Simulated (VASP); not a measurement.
The system is HfIn4SiO6.

```
Hf In Si O
1.0
     3.23023   -5.57768   -0.02470
     3.23023    5.57768   -0.02470
    -1.49068    0.00000    6.32030
Hf In Si O
1 4 1 6
Direct
  0.10178 0.10178 0.00912
  0.79222 0.48204 0.00818
  0.48204 0.79222 0.00818
  0.54472 0.21983 0.48398
  0.21983 0.54472 0.48398
  0.85433 0.85433 0.44523
  0.83500 0.58822 0.38104
  0.58822 0.83500 0.38104
  0.02899 0.02899 0.29500
  0.97920 0.97920 0.69555
  0.42852 0.14514 0.07435
  0.14514 0.42852 0.07435
```

Base run:

```yaml
Program: VASP 6.6.1
Functional: PBE
Potentials_or_basis: VASP PAW PBE potentials, release 64 (Hf_pv, In_d, Si, O)
Cutoff: 520 eV
k_mesh: 3 × 3 × 3
Occupations: fermi-dirac, width 0.05 eV
Spin: no spin polarisation
```

Its results: band gap on the k mesh 0.65 eV, indirect (least direct gap 0.94 eV); pressure -0.3 GPa; largest force 0.196 eV/Å.

Problem. The run is repeated on the same cell with these changes: k mesh from 3 × 3 × 3 to 3 × 3 × 2. What comes out?

Solution. Band gap on the k mesh 0.79 eV, indirect (least direct gap 1.28 eV); pressure -0.3 GPa; largest force 0.186 eV/Å.

Caveats: some runs use coarse meshes; spin-orbit coupling is left out, which moves the levels of the heavy elements.

A k mesh can miss the band edges.
